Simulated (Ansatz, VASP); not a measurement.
# WS2 in VASP and in Ansatz

```
CELL_PARAMETERS angstrom
3.14594 0.00000 0.00000
-1.57297 2.72446 0.00000
0.00000 0.00000 28.35081
ATOMIC_POSITIONS crystal
W 0.66667 0.33333 0.65971
W 0.33333 0.66667 0.88364
W 0.33333 0.66667 0.43583
S 0.66667 0.33333 0.93890
S 0.66667 0.33333 0.49112
S 0.33333 0.66667 0.71501
S 0.66667 0.33333 0.82834
S 0.66667 0.33333 0.38057
S 0.33333 0.66667 0.60442
```

Alike in both runs: functional PBEsol; k mesh 12 × 12 × 1; occupations gaussian, width 0.02 eV; no spin polarisation.

Ansatz relaxed the structure, and its values are those at the end. VASP's run is a single point on that final structure, the one shown.

|  | VASP | Ansatz |
| --- | --- | --- |
| version | VASP 6.6.1 | Ansatz 0.2.0 |
| potentials or method | VASP PAW PBE potentials, release 64 (W_sv, S), cutoff 520 eV | scalar-relativistic, plane waves, PAW |
| valence electrons in the cell | 78 | 78 |

|  | VASP | Ansatz | Ansatz less VASP |
| --- | --- | --- | --- |
| gap on the k mesh at the Fermi level (eV) | 1.34 | 1.33 | -0.014 |
| least direct gap on the mesh (eV) | 1.89 | 1.89 | -0.004 |
| rms of the force components (eV/Å) | 0.011 | 0.000 | -0.0102 |

VASP's potentials were made for PBE, not for PBEsol. The functional is the same, so the differences come from potentials, cutoffs and numerics. Ansatz's warnings: xc potential rough in thin density.

Spin-orbit coupling is off throughout.
